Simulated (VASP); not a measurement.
Crystal: InP.

```
In P
1.0
     3.85329    0.00000    0.00000
    -1.92664    3.33704    0.00000
     0.00000    0.00000    6.55344
In P
2 2
Direct
  0.00000 0.00000 0.00000
  0.00000 0.00000 0.50000
  0.33333 0.66667 0.25000
  0.66667 0.33333 0.75000
```

Base run:

* Program: VASP 6.6.1
* Functional: r2SCAN
* Potentials or basis: VASP PAW PBE potentials, release 64 (In_d, P)
* Cutoff: 520 eV
* k mesh: 6 × 6 × 4
* Occupations: fermi-dirac, width 0.02 eV
* Spin: no spin polarisation

Its results: band gap on the k mesh zero (band 18 reaches 7.43 eV, above the bottom of band 19 at 4.85 eV); pressure 0.0 GPa.

Task: The run is repeated on the same cell with these changes: functional from r2SCAN to PBE. What comes out?

Result: Band gap on the k mesh zero (band 18 reaches 7.55 eV, above the bottom of band 19 at 4.81 eV); pressure 1.8 GPa.

Caveats: spin-orbit coupling is left out, which moves the levels of the heavy elements; the PAW data sets were made with another functional, which shifts forces and pressure a little (some runs).
